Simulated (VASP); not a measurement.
Wanted: the native input for a VASP 6.6.1 run.

| Item | Value |
| --- | --- |
| Task | single point |
| Functional | PBE |
| Potentials or basis | VASP PAW PBE potentials, release 64 (Ge_d) |
| Cutoff | 520 eV |
| k mesh | 7 × 7 × 7 |
| Occupations | fermi-dirac, width 0.1 eV |
| Spin | no spin polarisation |
| Dipole correction | no |
| Further INCAR settings | ALGO = Normal; EDIFF = 1e-07; NBANDS = 13 |

The structure of Ge lies in POSCAR:

```
Ge
1.0
    0.0000000000      2.1385113409      2.1385113409
    2.1385113409      0.0000000000      2.1385113409
    2.1385113409      2.1385113409      0.0000000000
Ge
1
Direct
    0.0000000000      0.0000000000      0.0000000000
```

One way to write it, as run:

INCAR

```
PREC     = Accurate       # precision mode
ENCUT    = 520            # plane-wave cutoff, eV
EDIFF    = 1E-7           # SCF threshold, eV
ISMEAR   = -1             # smearing method
SIGMA    = 0.1            # smearing width, eV
LREAL    = False          # projectors in reciprocal space
LASPH    = True           # aspherical terms in the spheres
NELM     = 80             # most SCF steps
ALGO     = Normal         # electronic algorithm
ISIF     = 2              # what is computed and relaxed
LWAVE    = False          # write WAVECAR
LCHARG   = True           # write CHGCAR
GGA      = PE             # functional
LELF     = True           # ELF
LVHAR    = True         
NBANDS   = 13             # bands
```

KPOINTS

```
Automatic mesh
0
Gamma
  7 7 7
```

Potentials or basis: VASP PAW PBE potentials, release 64 (Ge_d).

Run with:

```sh
$ cat potpaw_PBE.64/Ge_d/POTCAR > POTCAR
$ mpirun -np 1 vasp_std > vasp.out
```

Results of the run:

| Item | Value |
| --- | --- |
| Pressure | -0.2 GPa |
| Band gap on the k mesh | zero (band 7 reaches 15.06 eV, above the bottom of band 8 at 4.36 eV) |

Caveat: the k points lie up to 0.36 Å⁻¹ apart.

Run time: 8.5 s on 1 thread of Intel Xeon 8259CL (shared host), peak memory 0.13 GiB.
